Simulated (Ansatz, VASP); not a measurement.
One calculation of Sn, two programs

POSCAR

```
Sn
1.0
   -2.9401404553      2.9401404553      1.5993019889
    2.9401404553     -2.9401404553      1.5993019889
    2.9401404553      2.9401404553     -1.5993019889
Sn
2
Direct
    0.7500000000      0.2500000000      0.5000000000
    0.0000000000      0.0000000000      0.0000000000
```

Contents of INCAR.step1:

```
PREC = Accurate
ENCUT = 520
ISMEAR = 0
SIGMA = 0.1
LREAL = F
LASPH = T
NELM = 80
NBANDS = 21
GGA = PE
ALGO = Normal
EDIFF = 1E-4
LWAVE = T
LCHARG = F
```

Contents of INCAR.step2:

```
PREC = Accurate
ENCUT = 520
EDIFF = 1E-6
ISMEAR = 0
SIGMA = 0.1
LREAL = F
LASPH = T
NELM = 80
ALGO = Normal
ISIF = 2
LWAVE = F
LCHARG = F
METAGGA = R2SCAN
LMIXTAU = T
NBANDS = 21
ISTART = 1
```

KPOINTS

```
Automatic mesh
0
Gamma
  6 6 6
```

Input for Ansatz:

```yaml
crystal:
  lattice:
    - [-2.9401404553, 2.9401404553, 1.5993019889]
    - [2.9401404553, -2.9401404553, 1.5993019889]
    - [2.9401404553, 2.9401404553, -1.5993019889]
  atoms:
    - { symbol: Sn, position: [0.75, 0.25, 0.5] }
    - { symbol: Sn, position: [0.0, 0.0, 0.0] }
basis:
  ecutwfc: 500
kpoints:
  mp_grid: { grid: [6, 6, 6] }
hamiltonian:
  xc: r2scan
scf:
  occupations: { method: gaussian, width: 0.1 }
output:
  forces: true
  stress: true
  eigenvalues: true
```

Alike in both runs: task single point; functional r2SCAN; k mesh 6 × 6 × 6; occupations gaussian, width 0.1 eV; no spin polarisation.

|  | VASP | Ansatz |
| --- | --- | --- |
| version | VASP 6.6.1 | Ansatz 0.2.0 |
| potentials or method | VASP PAW PBE potentials, release 64 (Sn_d), cutoff 520 eV | scalar-relativistic, plane waves, PAW |
| valence electrons in the cell | 28 | 28 |

|  | VASP | Ansatz | Ansatz less VASP |
| --- | --- | --- | --- |
| gap on the k mesh at the Fermi level (eV) | none | none | - |
| pressure (GPa) | -0.2 | -0.2 | +0.03 |
| traceless stress, the component that is largest in VASP (GPa) | -0.89 | -0.89 | -0.003 |

VASP's potentials were made for PBE, not for r2SCAN. A gap of «none» marks a metal or a gap that the smearing closes. With one functional, cell and mesh, what is left measures potentials, basis and numerics.

The k mesh is coarse, so the values compare programs but aren't converged.
